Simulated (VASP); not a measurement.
# Mg7Cd9O16 (P1) in VASP: notebook

Mg7Cd9O16 is run at these levels: PBEsol; tasks: single point, relaxation of volume and atoms at fixed shape.

All numbers are computed with VASP 6.6.1; they aren't measurements. Logs are shortened: lines on timing, memory, paths and dates and some standing lists are left out, and cuts for length are marked.

## (1) The cell of the first run

The typed cell holds 64 atoms: a = 9.033 Å, b = 9.033 Å, c = 9.033 Å, α = 90.00°, β = 90.00°, γ = 90.00°.

## (2) Single point, PBEsol

Contents of INCAR:

```
SYSTEM = Mg7Cd9O16
PREC = Accurate
ENCUT = 520
EDIFF = 1E-6
ISMEAR = -1
SIGMA = 0.05
LREAL = Auto
LASPH = .TRUE.
NELM = 100
ALGO = Normal
ISIF = 2
LWAVE = .FALSE.
LCHARG = .FALSE.
GGA = PS
NBANDS = 256
ISYM = 0
LUSENCCL = .FALSE.
```

Contents of KPOINTS:

```
Automatic mesh
0
Gamma
  1 1 1
  0.25 0.25 0.25
```

Contents of POSCAR:

```
Mg7Cd9O16
1.0
    9.0326391499      0.0000000000      0.0000000000
    0.0000000000      9.0326391499      0.0000000000
    0.0000000000      0.0000000000      9.0326391499
O Mg Cd
32 14 18
Direct
    0.2329090000      0.0023290000      0.0157620000
    0.2356550000      0.0136590000      0.4874530000
    0.2486680000      0.4978830000      0.0020730000
    0.2615010000      0.4814160000      0.4967360000
    0.7645220000      0.0030870000      0.0088980000
    0.7635220000      0.0137770000      0.4968900000
    0.7507120000      0.4977070000      0.0173210000
    0.7403910000      0.4825530000      0.4873460000
    0.0002910000      0.2371270000      0.0164020000
    0.0005100000      0.2391360000      0.4883420000
    0.0010240000      0.7661780000      0.0164210000
    0.0015060000      0.7654760000      0.4880690000
    0.4984940000      0.2506140000      0.9796670000
    0.5007030000      0.2594960000      0.5076330000
    0.5003430000      0.7490240000      0.9973640000
    0.5001690000      0.7364150000      0.5000490000
    0.9958180000      0.9985590000      0.2525180000
    0.9853470000      0.9997750000      0.7515900000
    0.9860680000      0.5123500000      0.2525710000
    0.9976430000      0.5028120000      0.7504640000
    0.5079870000      0.9875420000      0.2503280000
    0.5144760000      0.9979330000      0.7473240000
    0.5144790000      0.5143410000      0.2621260000
    0.5040940000      0.5039360000      0.7351510000
    0.2399150000      0.2369390000      0.2624440000
    0.2635080000      0.2466180000      0.7318520000
    0.2551120000      0.7652710000      0.2524880000
    0.2684540000      0.7532770000      0.7495110000
    0.7602150000      0.2466610000      0.2632150000
    0.7378470000      0.2366580000      0.7330120000
    0.7496000000      0.7560330000      0.2529350000
    0.7365710000      0.7647610000      0.7486360000
    0.9966580000      0.0007740000      0.0104750000
    0.9977330000      0.0040460000      0.4923660000
    0.5034320000      0.4967540000      0.4980650000
    0.2497170000      0.2463920000      0.4959190000
    0.7502480000      0.2470710000      0.4963910000
    0.2403100000      0.9999280000      0.2530310000
    0.7548520000      0.0005410000      0.2537290000
    0.7501780000      0.0027750000      0.7418670000
    0.7502740000      0.4995450000      0.2556820000
    0.9971450000      0.2385370000      0.2545610000
    0.9940880000      0.7574700000      0.2518560000
    0.5028810000      0.2478180000      0.7400710000
    0.5044410000      0.7509060000      0.2549890000
    0.5039040000      0.7502770000      0.7454440000
    0.9984210000      0.5004310000      0.0060880000
    0.9991980000      0.4964990000      0.4964550000
    0.5019560000      0.9989800000      0.9995370000
    0.5004600000      0.0008500000      0.4984450000
    0.5018490000      0.5009130000      0.0003150000
    0.2487320000      0.2469670000      0.0009880000
    0.2502640000      0.7535780000      0.0033450000
    0.2510180000      0.7514480000      0.4984630000
    0.7506120000      0.2477470000      0.0002310000
    0.7507910000      0.7532070000      0.0020000000
    0.7502450000      0.7504660000      0.4992610000
    0.2494020000      0.0013370000      0.7487260000
    0.2503540000      0.5014220000      0.2527490000
    0.2554330000      0.4981640000      0.7464660000
    0.7469850000      0.4970200000      0.7461150000
    0.9985890000      0.2460630000      0.7470980000
    0.9988700000      0.7551210000      0.7516760000
    0.5015670000      0.2503860000      0.2530660000
```

Potentials or basis: VASP PAW PBE potentials, release 64 (O, Mg, Cd).

On the command line:

```console
$ cat potpaw_PBE.64/O/POTCAR potpaw_PBE.64/Mg/POTCAR potpaw_PBE.64/Cd/POTCAR > POTCAR
$ mpirun -np 1 vasp_std > vasp.out
```

OUTCAR:

```text
SYSTEM = Mg7Cd9O16
   PREC = Accurate
   ENCUT = 520
   EDIFF = 1E-6
   ISMEAR = -1
   LREAL = Auto
   LASPH = .TRUE.
   NELM = 100
   ISIF = 2
   GGA = PS
   ISYM = 0

 ion  position               nearest neighbor table
   1  0.233  0.002  0.016-  33 2.13  38 2.14  52 2.22  53 2.26  58 2.42  49 2.43
   2  0.236  0.014  0.487-  36 2.11  38 2.12  34 2.15  58 2.37  54 2.37  50 2.40
   3  0.249  0.498  0.002-  47 2.26  59 2.26  52 2.27  51 2.29  60 2.31  53 2.31
   4  0.262  0.481  0.497-  36 2.13  35 2.19  59 2.21  60 2.26  48 2.37  54 2.44
   5  0.765  0.003  0.009-  33 2.10  39 2.21  55 2.21  56 2.26  49 2.37  40 2.42
   6  0.764  0.014  0.497-  37 2.11  34 2.12  39 2.20  40 2.22  50 2.38  57 2.38
[... 76 lines left out ...]
  58  0.249  0.001  0.749-  26 2.22  28 2.25   2 2.37  18 2.39  22 2.39   1 2.42  62 3.17  63 3.17
                            36 3.18  52 3.18  54 3.19  44 3.19  50 3.20  53 3.21  49 3.22  46 3.23
  59  0.250  0.501  0.253-   4 2.21   3 2.26  27 2.38  19 2.39  23 2.39  25 2.39  48 3.16  54 3.17
                            36 3.18  35 3.18  47 3.18  53 3.20  64 3.21  45 3.22  51 3.22  52 3.23
  60  0.255  0.498  0.746-  24 2.25   4 2.26  26 2.28  28 2.31   3 2.31  20 2.33  35 3.17  44 3.18
                            51 3.20  46 3.20  54 3.20  36 3.21  52 3.23  48 3.23  62 3.25  53 3.27
  61  0.747  0.497  0.746-  24 2.20  20 2.27   8 2.34  30 2.36  32 2.42   7 2.45  35 3.14  44 3.15
                            46 3.17  51 3.19  37 3.19  57 3.20  48 3.21  62 3.21  55 3.22  63 3.26
  62  0.999  0.246  0.747-  18 2.23  20 2.32  10 2.34  30 2.36  26 2.40   9 2.43  40 3.14  58 3.17
                            34 3.17  37 3.19  48 3.20  55 3.20  36 3.21  61 3.21  52 3.22  60 3.25
  63  0.999  0.755  0.752-  18 2.21  20 2.28  32 2.37  12 2.38  11 2.39  28 2.44  40 3.17  58 3.17
                            56 3.18  57 3.20  53 3.21  33 3.22  54 3.23  34 3.25  47 3.25  61 3.26
  64  0.502  0.250  0.253-  14 2.30  29 2.34  25 2.37  21 2.38  23 2.39  13 2.47  35 3.14  37 3.14
                            36 3.16  50 3.16  41 3.18  55 3.21  59 3.21  39 3.21  51 3.21  52 3.23

IMPORTANT INFORMATION: All symmetrisations will be switched off!
NOSYMM: (Re-)initialisation of all symmetry stuff for point group C_1.

----------------------------------------------------------------------------------------

                                     Primitive cell

  volume of cell :     736.9601

  direct lattice vectors                    reciprocal lattice vectors
     9.032639150  0.000000000  0.000000000     0.110709615  0.000000000  0.000000000
     0.000000000  9.032639150  0.000000000     0.000000000  0.110709615  0.000000000
     0.000000000  0.000000000  9.032639150     0.000000000  0.000000000  0.110709615

  length of vectors
     9.032639150  9.032639150  9.032639150     0.110709615  0.110709615  0.110709615

  position of ions in fractional coordinates (direct lattice)
     0.232909000  0.002329000  0.015762000
     0.235655000  0.013659000  0.487453000
     0.248668000  0.497883000  0.002073000
     0.261501000  0.481416000  0.496736000
     0.764522000  0.003087000  0.008898000
     0.763522000  0.013777000  0.496890000
[... 56 lines left out ...]
     0.998870000  0.755121000  0.751676000
     0.501567000  0.250386000  0.253066000

  ion indices of the primitive-cell ions
   primitive index   ion index
                 1           1
                 2           2
                 3           3
                 4           4
                 5           5
                 6           6
[... 56 lines left out ...]
                63          63
                64          64

----------------------------------------------------------------------------------------

 KPOINTS: Automatic mesh

Automatic generation of k-mesh.
 Grid dimensions read from file:
 generate k-points for:    1    1    1

 Generating k-lattice:

  Cartesian coordinates                     Fractional coordinates (reciprocal lattice)
     0.110709615  0.000000000  0.000000000     1.000000000  0.000000000  0.000000000
     0.000000000  0.110709615  0.000000000     0.000000000  1.000000000  0.000000000
     0.000000000  0.000000000  0.110709615     0.000000000  0.000000000  1.000000000

  Length of vectors
     0.110709615  0.110709615  0.110709615

  Shift w.r.t. Gamma in fractional coordinates (k-lattice)
     0.250000000  0.250000000  0.250000000

 Subroutine IBZKPT returns following result:
 ===========================================

 Found      4 irreducible k-points:

 Following reciprocal coordinates:
            Coordinates               Weight
  0.250000  0.250000  0.250000      2.000000
 -0.250000  0.250000  0.250000      2.000000
 -0.250000 -0.250000  0.250000      2.000000
  0.250000 -0.250000  0.250000      2.000000
   k-points           NKPTS =      4   k-points in BZ     NKDIM =      4   number of bands    NBANDS=    256
   number of dos      NEDOS =    301   number of ions     NIONS =     64
   total plane-waves  NPLWV = 343000
   dimension x,y,z NGX =    70 NGY =   70 NGZ =   70
   dimension x,y,z NGXF=   140 NGYF=  140 NGZF=  140
   ions per type =              32  14  18
   NGX,Y,Z   is equivalent  to a cutoff of  12.88, 12.88, 12.88 a.u.
   NGXF,Y,Z  is equivalent  to a cutoff of  25.77, 25.77, 25.77 a.u.
 SYSTEM =  Mg7Cd9O16
   PREC   = accura    normal or accurate (medium, high low for compatibility)
   ISTART =      0    job   : 0-new  1-cont  2-samecut
   ICHARG =      2    charge: 1-file 2-atom 10-const
   ISPIN  =      1    spin polarized calculation?
   LNONCOLLINEAR =      F non collinear calculations
   LSORBIT =      F    spin-orbit coupling
   LASPH  =      T    aspherical Exc in radial PAW
   ENCUT  =  520.0 eV  38.22 Ry    6.18 a.u.  16.79 16.79 16.79*2*pi/ulx,y,z
   NELM   =    100;   NELMIN=  2; NELMDL= -5     # of ELM steps
   EDIFF  = 0.1E-05   stopping-criterion for ELM
   LREAL  =      T    real-space projection
   EDIFFG = 0.1E-04   stopping-criterion for IOM
   NSW    =      0    number of steps for IOM
   IBRION =     -1    ionic relax: 0-MD 1-quasi-New 2-CG
   NFREE  =      0    steps in history (QN), initial steepest desc. (CG)
   ISIF   =      2    stress and relaxation
   ISYM   =      0    0-nonsym 1-usesym 2-fastsym
   POTIM  = 0.5000    time-step for ionic-motion
   TEBEG  =    0.0;   TEEND  =   0.0 temperature during run
   PSTRESS=    0.0 pullay stress
   NELECT =     436.0000    total number of electrons
   NUPDOWN=      -1.0000    fix difference up-down
   EMIN   =  10.00;   EMAX   =-10.00  energy-range for DOS
   EFERMI =   0.00;   METHOD = LEGACY
   ISMEAR =    -1;   SIGMA  =   0.05  broadening in eV -4-tet -1-fermi 0-gaus
   EFERMI_NEDOS =   21; number of points for ismear=-14 and -15
   IALGO  =     38    algorithm
   IMIX   =      4    mixing-type and parameters
     AMIX     =   0.40;   BMIX     =  1.00
     AMIX_MAG =   1.60;   BMIX_MAG =  1.00
  volume/ion in A,a.u.               =      11.52        77.71
  Fermi-wavevector in a.u.,A,eV,Ry     =   1.374324  2.597095 25.698212  1.888765
  Thomas-Fermi vector in A             =   2.499760
   LORBIT       =      0    0 simple, 1 ext, 2 COOP (PROOUT), +10 PAW based schemes
   GGA     = PS    functional components
   LHFCALC =     F    Hartree Fock is set to
   AEXX    =    0.0000 exact exchange contribution
   IVDW    =     0    specifies the selected vdW correction
   LEPSILON=     F    determine dielectric tensor
   LRPA    =     F    only Hartree local field effects (RPA)
 non-spin polarized calculation
  energy-cutoff  :      520.00
  volume of cell :      736.96
 maximum number of plane-waves:     19840
 NGX is ok and might be reduce to    70
   NGX = 33   NGY = 33   NGZ = 33

 number of electron     436.0000013 magnetization

 Free energy of the ion-electron system (eV)
  ---------------------------------------------------
  ext. energy  EPLUGINS =         0.00000000
  ---------------------------------------------------
  free energy    TOTEN  =      -323.62928473 eV

  energy without entropy =     -323.62928460  energy(sigma->0) =     -323.62928466

 E-fermi :   3.4773     XC(G=0): -11.6581

 val. band max:        2.6000756140   @ k =   0.2500  -0.2500   0.2500
 cond. band min:       4.3358518551   @ k =  -0.2500  -0.2500   0.2500
 fundamental gap:      1.7357762411
 Fermi energy:         3.4772751128

 k-point     1 :       0.2500    0.2500    0.2500
  band No.  band energies     occupation
      1     -14.9628      2.00000
      2     -14.7669      2.00000
      3     -14.6467      2.00000
      4     -14.5833      2.00000
      5     -14.5173      2.00000
      6     -14.4252      2.00000
[... 222 lines left out ...]
    229       7.7164      0.00000
    230       7.7626      0.00000

 k-point     2 :      -0.2500    0.2500    0.2500
  band No.  band energies     occupation
      1     -14.9635      2.00000
      2     -14.7601      2.00000
      3     -14.6614      2.00000
      4     -14.5867      2.00000
      5     -14.4783      2.00000
      6     -14.4538      2.00000
[... 222 lines left out ...]
    229       7.6188      0.00000
    230       7.7404      0.00000

 k-point     3 :      -0.2500   -0.2500    0.2500
  band No.  band energies     occupation
      1     -14.9633      2.00000
      2     -14.7601      2.00000
      3     -14.6684      2.00000
      4     -14.5628      2.00000
      5     -14.5059      2.00000
      6     -14.4514      2.00000
[... 222 lines left out ...]
    229       7.6777      0.00000
    230       7.7489      0.00000

 k-point     4 :       0.2500   -0.2500    0.2500
  band No.  band energies     occupation
      1     -14.9624      2.00000
      2     -14.7690      2.00000
      3     -14.6417      2.00000
      4     -14.5928      2.00000
      5     -14.5032      2.00000
      6     -14.4176      2.00000
[... 222 lines left out ...]
    229       7.6212      0.00000
    230       7.7882      0.00000
 [bands above 230 left out]

------------------------ aborting loop because EDIFF is reached ----------------------------------------

  FORCE on cell =-STRESS in cart. coord.  units (eV):
  Direction    XX          YY          ZZ          XY          YZ          ZX
  --------------------------------------------------------------------------------------
  -------------------------------------------------------------------------------------
  Total        4.4858896      4.4008414      4.4205642     -0.1121352      0.2705575      0.1636818
  in kB        9.7524826      9.5675848      9.6104628     -0.2437859      0.5882017      0.3558499
  external PRESSURE =       9.6435101 kB  Pullay stress =       0.0000000 kB

 VOLUME and BASIS-vectors are now :
 -----------------------------------------------------------------------------
  energy-cutoff  :      520.00
  volume of cell :      736.96
      direct lattice vectors                 reciprocal lattice vectors
     9.032639150  0.000000000  0.000000000     0.110709615  0.000000000  0.000000000
     0.000000000  9.032639150  0.000000000     0.000000000  0.110709615  0.000000000
     0.000000000  0.000000000  9.032639150     0.000000000  0.000000000  0.110709615

 POSITION                                       TOTAL-FORCE (eV/Angst)
 -----------------------------------------------------------------------------------
      2.10378      0.02104      0.14237        -0.062942     -0.011524      0.066144
      2.12859      0.12338      4.40299        -0.061142      0.091431     -0.071122
      2.24613      4.49720      0.01872         0.000623      0.009588     -0.022702
      2.36204      4.34846      4.48684         0.078518     -0.060401      0.028003
      6.90565      0.02788      0.08037         0.058903     -0.044850     -0.007893
      6.89662      0.12444      4.48823         0.044237      0.045266     -0.027844
[... 56 lines left out ...]
      9.02243      6.82074      6.78962         0.014194     -0.014308      0.006550
      4.53047      2.26165      2.28585        -0.003094      0.008189     -0.025107
 -----------------------------------------------------------------------------------
    total drift:                                0.004501     -0.011516      0.003295

  FREE ENERGIE OF THE ION-ELECTRON SYSTEM (eV)
  ---------------------------------------------------
  free  energy   TOTEN  =      -323.6292847258 eV

  energy  without entropy=     -323.6292846036  energy(sigma->0) =     -323.62928466
```

Run time: 2.6 min. Hardware: 1 × NVIDIA H100 80GB with 1 thread of AMD EPYC 7R13 (Zen 3), shared host; peak memory 1.8 GiB.

What came out:

```
Free energy            : -323.6293 eV
Pressure               : 1.0 GPa
Largest force          : 0.131 eV/Å
Band gap on the k mesh : 1.74 eV
```

Forces on the atoms (eV/Å):
```
O   -0.063 -0.012  0.066
O   -0.061  0.091 -0.071
O    0.001  0.010 -0.023
O    0.079 -0.060  0.028
O    0.059 -0.045 -0.008
O    0.044  0.045 -0.028
O   -0.019  0.000  0.061
O   -0.036 -0.035 -0.037
O    0.001 -0.067  0.060
O    0.022 -0.055 -0.058
O   -0.029  0.037  0.039
O   -0.007  0.063 -0.070
O    0.017  0.015 -0.064
O   -0.027  0.054  0.069
O   -0.001 -0.001  0.005
O    0.007 -0.062  0.025
O    0.008 -0.002  0.008
O   -0.064  0.015  0.009
O   -0.067  0.027 -0.006
O    0.021 -0.004  0.015
O    0.022 -0.070 -0.006
O    0.064 -0.017  0.008
O    0.033  0.034  0.029
O   -0.017  0.014 -0.064
O   -0.057 -0.060  0.086
O    0.077  0.020 -0.064
O    0.004  0.054 -0.023
O    0.060 -0.038 -0.006
O    0.050 -0.024  0.046
O   -0.033 -0.032 -0.039
O   -0.007  0.003 -0.017
O   -0.086  0.068  0.021
Mg  -0.002  0.000  0.009
Mg   0.003  0.010 -0.012
Mg  -0.001 -0.001  0.003
Mg   0.001 -0.005 -0.002
Mg   0.001 -0.001 -0.002
Mg  -0.011  0.002  0.003
Mg   0.011  0.001  0.005
Mg   0.001  0.003  0.002
Mg   0.000  0.002  0.009
Mg   0.000 -0.012  0.010
Mg  -0.004  0.013 -0.004
Mg  -0.002  0.000 -0.010
Mg   0.005  0.000  0.001
Mg   0.001  0.002 -0.005
Cd   0.010  0.003 -0.013
Cd   0.007  0.009  0.018
Cd  -0.011  0.005 -0.001
Cd  -0.006 -0.002  0.002
Cd  -0.012  0.000 -0.003
Cd   0.011  0.014 -0.014
Cd  -0.003 -0.010 -0.011
Cd  -0.004 -0.011  0.012
Cd  -0.008  0.008 -0.012
Cd  -0.001 -0.012 -0.007
Cd   0.001 -0.013  0.004
Cd  -0.004 -0.006  0.014
Cd  -0.001  0.006 -0.015
Cd  -0.016  0.010  0.016
Cd   0.019  0.006  0.015
Cd   0.008  0.021  0.014
Cd   0.014 -0.014  0.007
Cd  -0.003  0.008 -0.025
```

Caveat: the PAW data sets were made with another functional, which shifts forces and pressure a little; a shifted mesh leaves out Γ, where band edges can lie. A k mesh can miss the band edges.

(Continued in part 2 of 2.)
